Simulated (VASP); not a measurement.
RbRe:

```xyz
2
Lattice="4.6465 0.0000 0.0000 0.0000 4.6465 0.0000 0.0000 0.0000 4.6465" Properties=species:S:1:pos:R:3 pbc="T T T"
Rb    2.3232    2.3232    2.3232
Re    0.0000    0.0000    0.0000
```

* Program: VASP 6.6.1
* Task: relaxation of cell and atoms
* Functional: PBE
* Potentials or basis: VASP PAW PBE potentials, release 64 (Rb_sv, Re)
* Cutoff: 600 eV
* k mesh: 4 × 4 × 4
* Occupations: gaussian, width 0.1 eV
* Spin: no spin polarisation

At the start: pressure -4.0 GPa; volume 50.16 Å³/atom.

Question: How do energy, volume and symmetry change on relaxing?

Answer: Over 6 steps the energy falls by 537.3 meV/atom and the volume is 26.19 Å³/atom (-47.8 %); space group Pm-3m (No. 221, to 0.05 Å).

The path:
| step | energy change (eV) | largest force (eV/Å) | pressure (GPa) | volume (Å³) |
| --- | --- | --- | --- | --- |
| 1 | 0.0000 | 0.0000 | -3.97 | 100.32 |
| 2 | -0.4502 | 0.0000 | -4.43 | 83.32 |
| 3 | -0.9574 | 0.0000 | 5.82 | 44.05 |
| 4 | -1.0376 | 0.0000 | -1.90 | 58.15 |
| 5 | -1.0723 | 0.0000 | -0.50 | 53.62 |
| 6 | -1.0746 | 0.0000 | -0.03 | 52.37 |

Final structure:
```cif
data_structure
_symmetry_space_group_name_H-M 'P 1'
_symmetry_Int_Tables_number 1
_cell_length_a 3.7414
_cell_length_b 3.7414
_cell_length_c 3.7414
_cell_angle_alpha 90.000
_cell_angle_beta 90.000
_cell_angle_gamma 90.000
_cell_volume 52.37
loop_
_atom_site_label
_atom_site_type_symbol
_atom_site_fract_x
_atom_site_fract_y
_atom_site_fract_z
_atom_site_occupancy
Rb1 Rb 0.50000 0.50000 0.50000 1
Re1 Re 0.00000 0.00000 0.00000 1
```

Caveat: the volume moved by over 15 % at a fixed basis, so the end points are rough.
